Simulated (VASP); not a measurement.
BN (Qingsongite):

```
CELL_PARAMETERS angstrom
0.00000 1.81637 1.81637
1.81637 0.00000 1.81637
1.81637 1.81637 0.00000
ATOMIC_POSITIONS crystal
B 0.00000 0.00000 0.00000
N 0.25000 0.25000 0.25000
```

Base run:

```yaml
Program: VASP 6.6.1
Functional: r2SCAN
Potentials_or_basis: VASP PAW PBE potentials, release 64 (B, N)
Cutoff: 520 eV
k_mesh: 14 × 14 × 14
Occupations: fermi-dirac, width 0.02 eV
Spin: no spin polarisation
```

Its results: band gap on the k mesh 4.96 eV, indirect (least direct gap 9.45 eV); pressure -6.2 GPa.

Task: The run is repeated on the same cell with these changes: potentials or basis from VASP PAW PBE potentials, release 64 (B, N) to VASP PAW PBE potentials, release 64 (B_h, N_h); cutoff from 520 eV to 910 eV; further incar settings from ALGO = Normal; EDIFF = 1e-07; NBANDS = 11 to ALGO = Normal; EDIFF = 1e-06; NBANDS = 11. What comes out?

Result: Band gap on the k mesh 4.97 eV, indirect (least direct gap 9.48 eV); pressure -7.8 GPa.

Caveats: the PAW data sets were made with another functional, which shifts forces and pressure a little; the cutoff is under 1.25 times the usual one of these potentials, so pressure, stress and relaxed cells hold a basis-set (Pulay) error (some runs).

A k mesh can miss the band edges.
